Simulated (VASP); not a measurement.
ZnO, 2 atoms in the cell. The structure is cubic, space group Pm-3m (No. 221). Conventional cell: a = 2.646 Å, b = 2.646 Å, c = 2.646 Å, α = 90.00°, β = 90.00°, γ = 90.00°. Within 3.0 Å of Zn (site symmetry m-3m) lie 8 O at 2.29 Å and 6 Zn at 2.65 Å. Within 3.0 Å of O (site symmetry m-3m) lie 8 Zn at 2.29 Å and 6 O at 2.65 Å. 

* Program: VASP 6.6.1
* Task: single point
* Functional: HSE06
* Potentials or basis: VASP PAW PBE potentials, release 64 (Zn, O)
* Cutoff: 520 eV
* k mesh: 4 × 4 × 4
* Occupations: gaussian, width 0.5 eV
* Spin: no spin polarisation
* Dipole correction: no
* Grid for exact exchange (PRECFOCK): Normal
* Further INCAR settings: ALGO = Normal; EDIFF = 1e-06; NBANDS = 16
* Screening parameter: 0.2079 1/Å

Potentials or basis: VASP PAW PBE potentials, release 64 (Zn, O).

Command:

```console
$ cat potpaw_PBE.64/Zn/POTCAR potpaw_PBE.64/O/POTCAR > POTCAR
$ cp INCAR.step1 INCAR
$ mpirun -np 1 vasp_std > vasp.out
$ cp INCAR.step2 INCAR
$ mpirun -np 1 vasp_std > vasp.out
```

Hardware: 1 thread of Intel(R) Xeon(R) 6975P-C (Granite Rapids), with other jobs on the host.

**Question.** Estimate the wall time of this run.

**Answer.** Wall time 76 s on 1 thread of Intel(R) Xeon(R) 6975P-C (Granite Rapids) (shared host), peak memory 0.23 GiB. Counts: k points 10.
